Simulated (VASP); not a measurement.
The system is RbIr (CsCl type).

```
Rb Ir
1.0
     3.80792    0.00000    0.00000
     0.00000    3.80792    0.00000
     0.00000    0.00000    3.80792
Rb Ir
1 1
Cartesian
  0.0000 0.0000 0.0000
  1.9040 1.9040 1.9040
```

```yaml
Program: VASP 6.6.1
Task: relaxation of cell and atoms
Functional: PBE
Potentials_or_basis: VASP PAW PBE potentials, release 64 (Rb_sv, Ir)
Cutoff: 600 eV
k_mesh: 9 × 9 × 9
Occupations: fermi-dirac, width 0.05 eV
Spin: collinear spin
Starting_moments: "[-4.0, 0.5] μB"
Hubbard_terms: Ir d U = 3.0 eV
```

At the start: pressure 8.4 GPa; volume 27.61 Å³/atom.

Q: How do energy, volume and symmetry change on relaxing?

A: Over 5 steps the energy falls by 214.9 meV/atom and the volume is 38.76 Å³/atom (+40.4 %); space group Pm-3m (No. 221, to 0.1 Å) before and after; moment 2.01 μB per cell.

The path:
```
step  energy change (eV)  largest force (eV/Å)  pressure (GPa)  volume (Å³)
   1              0.0000                0.0000            8.39        55.22
   2             -0.3719                0.0000            2.16        67.59
   3             -0.4235                0.0000            0.60        73.87
   4             -0.4296                0.0000            0.12        76.71
   5             -0.4298                0.0000           -0.01        77.51
```

Final structure:
```
Rb Ir
1.0
     4.26371    0.00000    0.00000
     0.00000    4.26371    0.00000
     0.00000    0.00000    4.26371
Rb Ir
1 1
Direct
  0.00000 0.00000 0.00000
  0.50000 0.50000 0.50000
```

Caveat: the volume moved by over 15 % at a fixed basis, so the end points are rough; the U is typed as a test and isn't derived for this compound.
